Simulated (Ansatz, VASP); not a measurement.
One calculation of TiAl, two programs

INCAR

```
PREC     = Accurate       # precision mode
ENCUT    = 520            # plane-wave cutoff, eV
EDIFF    = 1E-7           # SCF threshold, eV
ISMEAR   = 0              # smearing method
SIGMA    = 0.15           # smearing width, eV
LREAL    = F              # projectors in reciprocal space
LASPH    = T              # aspherical terms in the spheres
NELM     = 100            # most SCF steps
ALGO     = Fast           # electronic algorithm
ISIF     = 2              # what is computed and relaxed
LWAVE    = F              # write WAVECAR
LCHARG   = T              # write CHGCAR
GGA      = PS             # functional
LELF     = T              # ELF
LVHAR    = T            
NBANDS   = 14             # bands
```

File KPOINTS:

```
regular mesh
0
Gamma
  16 16 16
```

File POSCAR:

```
TiAl
1.0
    3.2226182341      0.0000000000      0.0000000000
    0.0000000000      3.2226182341      0.0000000000
    0.0000000000      0.0000000000      3.0937135048
Ti Al
1 1
Direct
    0.0000000000      0.0000000000      0.0000000000
    0.5000000000      0.5000000000      0.5000000000
```

Input for Ansatz:

```yaml
crystal:
  lattice:
    - [3.2226182341, 0.0, 0.0]
    - [0.0, 3.2226182341, 0.0]
    - [0.0, 0.0, 3.0937135048]
  atoms:
    - { symbol: Ti, position: [0.0, 0.0, 0.0] }
    - { symbol: Al, position: [0.5, 0.5, 0.5] }
basis:
  ecutwfc: 420
kpoints:
  mp_grid: { grid: [16, 16, 16] }
hamiltonian:
  xc: pbesol
scf:
  occupations: { method: gaussian, width: 0.15 }
output:
  forces: true
  stress: true
  eigenvalues: true
```

Alike in both runs: task single point; functional PBEsol; k mesh 16 × 16 × 16; occupations gaussian, width 0.15 eV; no spin polarisation.

|  | VASP | Ansatz |
| --- | --- | --- |
| version | VASP 6.6.1 | Ansatz 0.2.0 |
| potentials or method | VASP PAW PBE potentials, release 64 (Ti_sv, Al), cutoff 520 eV | scalar-relativistic, plane waves, PAW |
| valence electrons in the cell | 15 | 15 |

Ansatz gave:

```
gap on the k mesh at the Fermi level (eV)                     : none
pressure (GPa)                                                : -2.4
traceless stress, the component that is largest in VASP (GPa) : -0.92
```

Q: Which values does VASP return?

A: gap on the k mesh at the Fermi level (eV): none; pressure (GPa): -2.3; traceless stress, the component that is largest in VASP (GPa): -0.92.

VASP's potentials were made for PBE, not for PBEsol. A gap of «none» marks a metal or a gap that the smearing closes.
